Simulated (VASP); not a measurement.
A run of VASP 6.6.1 is set up as follows.

INCAR

```
  ALGO = Fast
  EDIFF = 1E-6
  ENCUT = 520
  GGA = CA
  ISIF = 2
  ISMEAR = 0
  LASPH = True
  LCHARG = True
  LELF = True
  LREAL = False
  LVHAR = True
  LWAVE = False
  NBANDS = 19
  NELM = 100
  PREC = Accurate
  SIGMA = 0.15
```

The input KPOINTS:

```
k-points
0
Gamma
  14 14 10
```

The input POSCAR:

```
CaPb
1.0
    3.0316402555      0.0000000000      0.0000000000
    0.0000000000      3.5666355947      0.0000000000
    0.0000000000      0.0000000000      4.6275118900
Ca Pb
1 1
Direct
    0.0000000000      0.0000000000      0.0000000000
    0.5000000000      0.5000000000      0.5000000000
```

Potentials or basis: VASP PAW LDA potentials, release 64 (Ca_sv, Pb_d).

Command:

```console
$ cat potpaw_LDA.64/Ca_sv/POTCAR potpaw_LDA.64/Pb_d/POTCAR > POTCAR
$ mpirun -np 1 vasp_std > vasp.out
```

(1) What does it give for the band gap on the k mesh?

(2) Predict the pressure.

## Answers

(1) zero (bands 12 and 13 overlap by 3.19 eV).

(2) 5.1 GPa.

Caveat: the cell differs from its parent crystal (strain -0.1500 x Voigt [1, 0, 0, 0, 0, 0]); the stress differs along the axes, from -0 to 16 GPa; spin-orbit coupling is left out, which moves the levels of the heavy elements.
